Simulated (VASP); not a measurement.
# Hf3H in VASP: relaxation of the atoms with PBE

Aim: the relaxation of the atoms of Hf3H with PBE.

All numbers are computed with VASP 6.6.1; they aren't measurements. Logs are shortened: lines on timing, memory, paths and dates and some standing lists are left out, and cuts for length are marked.

## (1) The cell of the first run

The cell holds a slab with vacuum, 4 atoms: a = 3.070 Å, b = 3.070 Å, c = 20.281 Å, α = 90.00°, β = 90.00°, γ = 109.47°.

## (2) Relaxation of the atoms, PBE

Contents of INCAR:

```
PREC = Accurate
ENCUT = 520
EDIFF = 1E-7
ISMEAR = 0
SIGMA = 0.1
LREAL = F
LASPH = T
NELM = 60
ALGO = Normal
ISIF = 2
LWAVE = F
LCHARG = F
LDIPOL = T
IDIPOL = 3
DIPOL = 0.5 0.5 0.370
GGA = PE
IBRION = 2
NSW = 36
EDIFFG = -0.025
```

Contents of KPOINTS:

```
regular mesh
0
Gamma
  9 9 1
```

Contents of POSCAR:

```
Hf3H
1.0
    3.0697355021      0.0000000000      0.0000000000
   -1.0232451674      2.8941743867      0.0000000000
    0.0000000000      0.0000000000     20.2814081478
Hf H
3 1
Selective dynamics
Direct
    0.5000000000      0.5000000000      0.1972249644  F F F
    0.0000000000      0.0000000000      0.3153436029  F F F
    0.5000000000      0.5000000000      0.4329782273  F F F
    0.5000000000      0.5000000000      0.5345490840  F F T
```

Potentials or basis: VASP PAW PBE potentials, release 64 (Hf_pv, H).

The run is started by

```
> cat potpaw_PBE.64/Hf_pv/POTCAR potpaw_PBE.64/H/POTCAR > POTCAR
> mpirun -np 1 vasp_std > vasp.out
```

OUTCAR:

```text
PREC = Accurate
   ENCUT = 520
   EDIFF = 1E-7
   ISMEAR = 0
   LREAL = F
   LASPH = T
   NELM = 60
   ISIF = 2
   GGA = PE
   IBRION = 2
   NSW = 36
   EDIFFG = -0.025

 ion  position               nearest neighbor table
   1  0.500  0.500  0.197-   2 2.98   2 2.98   2 3.47   2 3.47
   2  0.000  0.000  0.315-   3 2.97   3 2.97   1 2.98   1 2.98   3 3.46   3 3.46   1 3.47   1 3.47

   3  0.500  0.500  0.433-   4 2.06   2 2.97   2 2.97   2 3.46   2 3.46
   4  0.500  0.500  0.535-   3 2.06

  LATTYP: Found a base centered orthorhombic cell.
 ALAT       =     3.5446252370
 B/A-ratio  =     1.4142135624
 C/A-ratio  =     5.7217355268

  Lattice vectors:

 A1 = (   3.0697355021,   0.0000000000,   0.0000000000)
 A2 = (  -1.0232451674,   2.8941743867,   0.0000000000)
 A3 = (   0.0000000000,   0.0000000000,  20.2814081478)

Analysis of symmetry for initial positions (statically):
=====================================================================
 Subroutine PRICEL returns:
 Original cell was already a primitive cell.

 Routine SETGRP: Setting up the symmetry group for a
 base centered orthorhombic supercell.

 Subroutine GETGRP returns: Found  4 space group operations
 (whereof  4 operations were pure point group operations)
 out of a pool of  8 trial point group operations.

The static configuration has the point symmetry C_2v.

Analysis of symmetry for dynamics (positions and initial velocities):
=====================================================================
 Subroutine PRICEL returns:
 Original cell was already a primitive cell.

 Routine SETGRP: Setting up the symmetry group for a
 base centered orthorhombic supercell.

 Subroutine GETGRP returns: Found  4 space group operations
 (whereof  4 operations were pure point group operations)
 out of a pool of  8 trial point group operations.

The dynamic configuration has the point symmetry C_2v.

Analysis of constrained symmetry for selective dynamics:
=====================================================================
 Subroutine PRICEL returns:
 Original cell was already a primitive cell.

 Routine SETGRP: Setting up the symmetry group for a
 base centered orthorhombic supercell.

 Subroutine GETGRP returns: Found  4 space group operations
 (whereof  4 operations were pure point group operations)
 out of a pool of  8 trial point group operations.

The constrained configuration has the point symmetry C_2v.

 Subroutine INISYM returns: Found  4 space group operations
 (whereof  4 operations are pure point group operations),
 and found     1 'primitive' translations

----------------------------------------------------------------------------------------

                                     Primitive cell

  volume of cell :     180.1871

  direct lattice vectors                    reciprocal lattice vectors
     3.069735502  0.000000000  0.000000000     0.325760965  0.115173894  0.000000000
    -1.023245167  2.894174387  0.000000000     0.000000000  0.345521681  0.000000000
     0.000000000  0.000000000 20.281408148     0.000000000  0.000000000  0.049306241

  length of vectors
     3.069735502  3.069735502 20.281408148     0.345521681  0.345521681  0.049306241

  position of ions in fractional coordinates (direct lattice)
     0.500000000  0.500000000  0.197224964
     0.000000000  0.000000000  0.315343603
     0.500000000  0.500000000  0.432978227
     0.500000000  0.500000000  0.534549084

  ion indices of the primitive-cell ions
   primitive index   ion index
                 1           1
                 2           2
                 3           3
                 4           4

----------------------------------------------------------------------------------------

 KPOINTS: regular mesh

Automatic generation of k-mesh.
 Grid dimensions read from file:
 generate k-points for:    9    9    1

 Generating k-lattice:

  Cartesian coordinates                     Fractional coordinates (reciprocal lattice)
     0.036195663  0.012797099  0.000000000     0.111111111  0.000000000  0.000000000
     0.000000000  0.038391298  0.000000000     0.000000000  0.111111111  0.000000000
     0.000000000  0.000000000  0.049306241     0.000000000  0.000000000  1.000000000

  Length of vectors
     0.038391298  0.038391298  0.049306241

  Shift w.r.t. Gamma in fractional coordinates (k-lattice)
     0.000000000  0.000000000  0.000000000

 Subroutine IBZKPT returns following result:
 ===========================================

 Found     25 irreducible k-points:

 Following reciprocal coordinates:
            Coordinates               Weight
  0.000000  0.000000  0.000000      1.000000
  0.111111  0.000000  0.000000      4.000000
  0.222222  0.000000  0.000000      4.000000
  0.333333  0.000000  0.000000      4.000000
  0.444444  0.000000  0.000000      4.000000
  0.111111  0.111111  0.000000      2.000000
[... 16 lines left out ...]
 -0.333333  0.333333  0.000000      2.000000
  0.444444  0.444444  0.000000      2.000000
   k-points           NKPTS =     25   k-points in BZ     NKDIM =     25   number of bands    NBANDS=     19
   number of dos      NEDOS =    301   number of ions     NIONS =      4
   total plane-waves  NPLWV =  92160
   dimension x,y,z NGX =    24 NGY =   24 NGZ =  160
   dimension x,y,z NGXF=    48 NGYF=   48 NGZF=  320
   ions per type =               3   1
   NGX,Y,Z   is equivalent  to a cutoff of  13.00, 13.00, 13.12 a.u.
   NGXF,Y,Z  is equivalent  to a cutoff of  26.00, 26.00, 26.23 a.u.
 SYSTEM =  unknown system
   PREC   = accura    normal or accurate (medium, high low for compatibility)
   ISTART =      0    job   : 0-new  1-cont  2-samecut
   ICHARG =      2    charge: 1-file 2-atom 10-const
   ISPIN  =      1    spin polarized calculation?
   LNONCOLLINEAR =      F non collinear calculations
   LSORBIT =      F    spin-orbit coupling
   LASPH  =      T    aspherical Exc in radial PAW
   ENCUT  =  520.0 eV  38.22 Ry    6.18 a.u.   5.71  5.71 37.71*2*pi/ulx,y,z
   NELM   =     60;   NELMIN=  2; NELMDL= -5     # of ELM steps
   EDIFF  = 0.1E-06   stopping-criterion for ELM
   LREAL  =      F    real-space projection
   EDIFFG = -.3E-01   stopping-criterion for IOM
   NSW    =     36    number of steps for IOM
   IBRION =      2    ionic relax: 0-MD 1-quasi-New 2-CG
   NFREE  =      1    steps in history (QN), initial steepest desc. (CG)
   ISIF   =      2    stress and relaxation
   ISYM   =      2    0-nonsym 1-usesym 2-fastsym
   POTIM  = 0.5000    time-step for ionic-motion
   TEBEG  =    0.0;   TEEND  =   0.0 temperature during run
   PSTRESS=    0.0 pullay stress
   NELECT =      31.0000    total number of electrons
   NUPDOWN=      -1.0000    fix difference up-down
   EMIN   =  10.00;   EMAX   =-10.00  energy-range for DOS
   EFERMI =   0.00;   METHOD = LEGACY
   ISMEAR =     0;   SIGMA  =   0.10  broadening in eV -4-tet -1-fermi 0-gaus
   EFERMI_NEDOS =   21; number of points for ismear=-14 and -15
   IALGO  =     38    algorithm
   IMIX   =      4    mixing-type and parameters
     AMIX     =   0.40;   BMIX     =  1.00
     AMIX_MAG =   1.60;   BMIX_MAG =  1.00
  volume/ion in A,a.u.               =      45.05       303.99
  Fermi-wavevector in a.u.,A,eV,Ry     =   0.910516  1.720625 11.279760  0.829039
  Thomas-Fermi vector in A             =   2.034687
   LORBIT       =      0    0 simple, 1 ext, 2 COOP (PROOUT), +10 PAW based schemes
   GGA     = PE    functional components
   LHFCALC =     F    Hartree Fock is set to
   AEXX    =    0.0000 exact exchange contribution
   IVDW    =     0    specifies the selected vdW correction
   LEPSILON=     F    determine dielectric tensor
   LRPA    =     F    only Hartree local field effects (RPA)
 conjugate gradient relaxation of ions
 non-spin polarized calculation
 Gauss-broadening in eV      SIGMA  =   0.10
  energy-cutoff  :      520.00
  volume of cell :      180.19
 maximum number of plane-waves:      4883
   NGX = 11   NGY = 11   NGZ = 75

 dipolmoment           0.000000      0.000000     -0.065666 electrons x Angstroem

--------------------------------------- Ionic step        1  -------------------------------------------

 number of electron      31.0000003 magnetization

 Free energy of the ion-electron system (eV)
  ---------------------------------------------------
  ext. energy  EPLUGINS =         0.00000000
  ---------------------------------------------------
  free energy    TOTEN  =       -30.22865997 eV

  energy without entropy =      -30.19293869  energy(sigma->0) =      -30.21079933

------------------------ aborting loop because EDIFF is reached ----------------------------------------

  FORCE on cell =-STRESS in cart. coord.  units (eV):
  Direction    XX          YY          ZZ          XY          YZ          ZX
  --------------------------------------------------------------------------------------
  -------------------------------------------------------------------------------------
  Total       -0.6922722     -0.4414687     -1.9551591      0.3546897      0.0000000      0.0000000
  in kB       -6.1555050     -3.9254253    -17.3847692      3.1538090      0.0000000      0.0000000
  external PRESSURE =      -9.1552331 kB  Pullay stress =       0.0000000 kB
[... 99 lines left out ...]
  energy  without entropy=      -30.3296591828  energy(sigma->0) =      -30.34593111

--------------------------------------- Ionic step        4  -------------------------------------------

 number of electron      31.0000003 magnetization

 dipolmoment           0.000000      0.000000      0.118412 electrons x Angstroem

 Free energy of the ion-electron system (eV)
  ---------------------------------------------------
  ext. energy  EPLUGINS =         0.00000000
  ---------------------------------------------------
  free energy    TOTEN  =       -30.36230125 eV

  energy without entropy =      -30.32973536  energy(sigma->0) =      -30.34601831

 E-fermi :  -1.5966     XC(G=0):  -5.2830

 val. band max:       -1.6235647042   @ k =   0.4444   0.1111   0.0000
 cond. band min:      -1.5733325416   @ k =   0.1111   0.0000   0.0000
 fundamental gap:      0.0502321626
 Fermi energy:        -1.5966336945

 k-point     1 :       0.0000    0.0000    0.0000
  band No.  band energies     occupation
      1     -32.3382      2.00000
      2     -32.0422      2.00000
      3     -31.8825      2.00000
      4     -31.8042      2.00000
      5     -31.7467      2.00000
      6     -31.6492      2.00000
[... 11 lines left out ...]
     18      -0.3104      0.00000
     19      -0.0722      0.00000
[... 489 lines left out ...]
      3     -32.1901      2.00000
      4     -32.1698      2.00000
      5     -32.0949      2.00000
      6     -31.9070      2.00000
[... 11 lines left out ...]
     18      -0.1179      0.00000
     19       0.4555      0.00000

 [... further k-points ...]

------------------------ aborting loop because EDIFF is reached ----------------------------------------

 vacuum level on the upper side and lower side of the slab       (xc-potential included)         0.967        -1.443

  FORCE on cell =-STRESS in cart. coord.  units (eV):
  Direction    XX          YY          ZZ          XY          YZ          ZX
  --------------------------------------------------------------------------------------
  -------------------------------------------------------------------------------------
  Total       -0.5484217     -0.2322701      0.4291921      0.4471059      0.0000000      0.0000000
  in kB       -4.8764239     -2.0652857      3.8162656      3.9755497      0.0000000      0.0000000
  external PRESSURE =      -1.0418147 kB  Pullay stress =       0.0000000 kB

 VOLUME and BASIS-vectors are now :
 -----------------------------------------------------------------------------
  energy-cutoff  :      520.00
  volume of cell :      180.19
      direct lattice vectors                 reciprocal lattice vectors
     3.069735502  0.000000000  0.000000000     0.325760965  0.115173894  0.000000000
    -1.023245167  2.894174387  0.000000000     0.000000000  0.345521681  0.000000000
     0.000000000  0.000000000 20.281408148     0.000000000  0.000000000  0.049306241
[... 10 lines left out ...]
  FREE ENERGIE OF THE ION-ELECTRON SYSTEM (eV)
  ---------------------------------------------------
  free  energy   TOTEN  =       -30.3623012533 eV

  energy  without entropy=      -30.3297353615  energy(sigma->0) =      -30.34601831

 reached required accuracy - stopping structural energy minimisation

 vacuum level on the upper side and lower side of the slab         4.848         2.378
```

It took 6.9 min on 1 thread of Intel Xeon Platinum 8259CL at 2.50GHz (Skylake/Cascade Lake), shared host; peak memory 0.35 GiB.

What came out:

```
Free energy               : -30.3623 eV
Energy gained by relaxing : 33.4 meV/atom
Ionic steps               : 4
Band gap on the k mesh    : zero (an odd number of electrons rules out a gap without spin polarisation)
```

Step by step:
```csv
step,energy change (eV),largest force on free atoms (eV/Å),pressure (GPa)
1,0.0000,1.2057,-0.92
2,-0.0630,0.9476,-0.71
3,-0.1335,0.0446,-0.07
4,-0.1336,0.0127,-0.10
```

Final structure:
```xyz
4
Lattice="3.0697 0.0000 0.0000 -1.0232 2.8942 0.0000 0.0000 0.0000 20.2814" Properties=species:S:1:pos:R:3 pbc="T T T"
Hf    1.0232    1.4471    4.0000
Hf    0.0000    0.0000    6.3956
Hf    1.0232    1.4471    8.7814
H     1.0232    1.4471   10.6483
```

Levels at points of the mesh, in eV from the Fermi level:
```
           k point  band 14  band 15  band 16  band 17  band 18  band 19
(0.00, 0.00, 0.00)    -0.48     0.02     0.19     1.26     1.29     1.52
```

Caveat: spin-orbit coupling is left out, which moves the levels of the heavy elements.
